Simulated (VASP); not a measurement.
Wanted: the native input for a VASP 6.6.1 run.

| Quantity | Value |
| --- | --- |
| Task | relaxation of cell and atoms |
| Functional | PBE |
| Potentials or basis | VASP PAW PBE potentials, release 64 (In_d, Te, Mo_sv) |
| Cutoff | 500 eV |
| k mesh | 3 × 3 × 4 |
| Occupations | gaussian, width 0.2 eV |
| Spin | no spin polarisation |
| Dipole correction | no |
| Further INCAR settings | ALGO = Normal; EDIFF = 1e-07; IBRION = 2; EDIFFG = -0.08; NSW = 36; ISIF = 3 |

The structure of In5TeMo2 lies in POSCAR:

```
In5TeMo2
1.0
    7.0201068700      0.0000000000      0.0000000000
   -3.5100534300      6.0795908800      0.0000000000
    0.0000000000      0.0000000000      4.6782584000
In Te Mo
5 1 2
Direct
    0.5000000000      0.0000000000      0.5000000000
    0.0000000000      0.5000000000      0.5000000000
    0.5000000000      0.5000000000      0.5000000000
    0.3333333300      0.6666666700      0.0000000000
    0.6666666700      0.3333333300      0.0000000000
    0.0000000000      0.0000000000      0.5000000000
    0.3333333300      0.6666666700      0.5000000000
    0.6666666700      0.3333333300      0.5000000000
```

The cell was generated, and may not be a known phase.

These files were run (other wordings do the same):

INCAR

```
SYSTEM = In5TeMo2
PREC     = Accurate       ! precision mode
ENCUT    = 500            ! plane-wave cutoff, eV
EDIFF    = 1E-7           ! SCF threshold, eV
ISMEAR   = 0              ! smearing method
SIGMA    = 0.2            ! smearing width, eV
LREAL    = .False.        ! projectors in reciprocal space
LASPH    = .True.         ! aspherical terms in the spheres
NELM     = 120            ! most SCF steps
ALGO     = Normal         ! electronic algorithm
ISIF     = 3              ! what is computed and relaxed
LWAVE    = .False.        ! write WAVECAR
LCHARG   = .False.        ! write CHGCAR
GGA      = PE             ! functional
IBRION   = 2              ! ionic algorithm
NSW      = 36             ! ionic steps
EDIFFG   = -0.08          ! ionic threshold
GGA_COMPAT= .False.      
NELMIN   = 4
```

KPOINTS

```
regular mesh
0
Gamma
  3 3 4
  0 0 0
```

Potentials or basis: VASP PAW PBE potentials, release 64 (In_d, Te, Mo_sv).

Command:

```sh
$ cat potpaw_PBE.64/In_d/POTCAR potpaw_PBE.64/Te/POTCAR potpaw_PBE.64/Mo_sv/POTCAR > POTCAR
$ mpirun -np 1 vasp_std > vasp.out
```

It gave:

```yaml
Relaxed_volume: 47.87 Å³/atom
Relaxed_cell: a = 9.069 Å, b = 9.069 Å, c = 5.376 Å, α = 90.00°, β = 90.00°, γ = 120.00°
Space_group_after_relaxing_to_0.1_Å: P6/mmm (No. 191)
Energy_gained_by_relaxing: 3055.7 meV/atom
Ionic_steps: 9
Pressure_after_relaxing: 0.0 GPa
Band_gap_on_the_k_mesh: zero (an odd number of electrons rules out a gap without spin polarisation)
```

Caveat: the volume moved by over 15 % at a fixed basis, so the end points are rough; spin-orbit coupling is left out, which moves the levels of the heavy elements.

It took 44 min on 1 thread of Intel Xeon 8259CL, on a shared host, peak memory 0.38 GiB.
